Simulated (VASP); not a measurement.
Here is a VASP 6.6.1 calculation.

INCAR

```
PREC     = Accurate       # precision mode
ENCUT    = 520            # plane-wave cutoff, eV
EDIFF    = 1E-6           # SCF threshold, eV
ISMEAR   = -1             # smearing method
SIGMA    = 0.05           # smearing width, eV
LREAL    = F              # projectors in reciprocal space
LASPH    = T              # aspherical terms in the spheres
NELM     = 100            # most SCF steps
ALGO     = Normal         # electronic algorithm
ISIF     = 2              # what is computed and relaxed
LWAVE    = F              # write WAVECAR
LCHARG   = F              # write CHGCAR
GGA      = CA             # functional
NBANDS   = 12             # bands
```

The input KPOINTS:

```
regular mesh
0
Gamma
  11 11 11
```

POSCAR

```
LiF
1.0
    0.0000000000      2.0535002244      2.0535002244
    2.0535002244      0.0000000000      2.0535002244
    2.0535002244      2.0535002244      0.0000000000
F Li
1 1
Direct
    0.5000000000      0.5000000000      0.5000000000
    0.0000000000      0.0000000000      0.0000000000
```

Potentials or basis: VASP PAW LDA potentials, release 64 (F, Li_sv).

The run is started by

```bash
$ cat potpaw_LDA.64/F/POTCAR potpaw_LDA.64/Li_sv/POTCAR > POTCAR
$ mpirun -np 1 vasp_std > vasp.out
```

(1) What does it give for the band gap on the k mesh?

Results:

(1) 8.33 eV, direct.
